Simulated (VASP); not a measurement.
**Au: single point with PBEsol**

Au:

```
CELL_PARAMETERS angstrom
0.00000 2.04159 2.04159
2.04159 0.00000 2.04159
2.04159 2.04159 0.00000
ATOMIC_POSITIONS crystal
Au 0.00000 0.00000 0.00000
```

- Program: VASP 6.6.1
- Task: single point
- Functional: PBEsol
- Potentials or basis: VASP PAW PBE potentials, release 64 (Au)
- Cutoff: 500 eV
- k mesh: 20 × 20 × 20
- Occupations: fermi-dirac, width 0.1 eV
- Spin: no spin polarisation

The pressure is -0.3 GPa. The band gap on the k mesh is zero (an odd number of electrons rules out a gap without spin polarisation).

Levels at points of the mesh, in eV from the Fermi level:
```csv
k point,band 3,band 4,band 5,band 6,band 7,band 8,band 9,band 10
"(0.00, 0.00, 0.00)",-4.67,-4.67,-3.14,-3.14,14.51,18.51,18.51,18.51
"(0.50, 0.00, 0.00)",-4.71,-1.94,-1.94,-1.02,3.07,13.95,17.11,17.11
"(0.50, 0.50, 0.00)",-1.98,-1.61,-1.61,0.96,5.77,9.97,9.97,17.19
```

Run time: 14 s on 1 thread of Intel(R) Xeon(R) 6975P-C (Granite Rapids), on a shared host, peak memory 0.17 GiB.

Caveat: the PAW data sets were made with another functional, which shifts forces and pressure a little; spin-orbit coupling is left out, which moves the levels of the heavy elements.
